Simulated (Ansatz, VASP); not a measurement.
**Ni in VASP and in Ansatz**

Contents of INCAR:

```
  ALGO = Fast
  EDIFF = 1E-6
  ENCUT = 520
  GGA = PE
  ISIF = 2
  ISMEAR = 0
  LASPH = T
  LCHARG = F
  LREAL = F
  LWAVE = F
  NBANDS = 11
  NELM = 100
  PREC = Accurate
  SIGMA = 0.15
```

File KPOINTS:

```
k-points
0
Gamma
  24 24 24
```

POSCAR

```
Ni
1.0
    0.0000000000      1.8589052023      1.8589052023
    1.8589052023      0.0000000000      1.8589052023
    1.8589052023      1.8589052023      0.0000000000
Ni
1
Direct
    0.0000000000      0.0000000000      0.0000000000
```

Input for Ansatz:

```yaml
crystal:
  lattice:
    - [0.0, 1.8589052023, 1.8589052023]
    - [1.8589052023, 0.0, 1.8589052023]
    - [1.8589052023, 1.8589052023, 0.0]
  atoms:
    - { symbol: Ni, position: [0.0, 0.0, 0.0] }
basis:
  ecutwfc: 520.0
kpoints:
  mp_grid: { grid: [24, 24, 24] }
hamiltonian:
  xc: pbe
  pseudopotentials: { kind: paw, azcp: { folder: soft_1 } }
scf:
  occupations: { method: gaussian, width: 0.15 }
  lower_state_search: "off"
output:
  forces: true
  stress: true
  eigenvalues: true
```

Alike in both runs: task single point; functional PBE; k mesh 24 × 24 × 24; occupations gaussian, width 0.15 eV; no spin polarisation.

|  | VASP | Ansatz |
| --- | --- | --- |
| version | VASP 6.6.1 | Ansatz 0.2.0 |
| potentials or method | VASP PAW PBE potentials, release 64 (Ni), cutoff 520 eV | scalar-relativistic, plane waves, PAW |
| valence electrons in the cell | 10 | 18 |

```csv
,VASP,Ansatz,Ansatz less VASP
gap on the k mesh at the Fermi level (eV),none,none,-
pressure (GPa),-22.6,-22.6,+0.04
```

A gap of «none» marks a metal or a gap that the smearing closes. VASP's potentials hold 10 valence electrons a cell and Ansatz's 18, so a difference there can come from the potentials and not from the codes.
